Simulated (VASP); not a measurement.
Runs of VASP 6.6.1 on KI. The structure is that of space group Fm-3m (No. 225), or close to it. The cells are those of the table. 

```csv
task,cell,cutoff (eV),smearing,gap on the mesh (eV),pressure (GPa)
single point,"a = 5.083 Å, angles 60.0°, 2 atoms",500,gaussian 0.02 eV,3.85,0.0
single point,"a = 5.083 Å, angles 60.0°, 2 atoms",520,gaussian 0.02 eV,3.85,0.0
relaxation of cell and atoms,"relaxed from a = 4.758 Å, angles 60.0°, 2 atoms",600,gaussian 0.02 eV,3.85,0.0
single point,"a = 4.758 Å, angles 60.0°, 2 atoms",500,gaussian 0.1 eV,4.34,(a)
```

Alike in all rows: level PBE; potentials or basis VASP PAW PBE potentials, release 64 (K_sv, I); no spin polarisation; k mesh 6 × 6 × 6.

Fill in the values left out.

(a) 3.4.

Caveats: spin-orbit coupling is left out, which moves the levels of the heavy elements.

A k mesh can miss the band edges, and the runs leave out spin-orbit coupling on I.
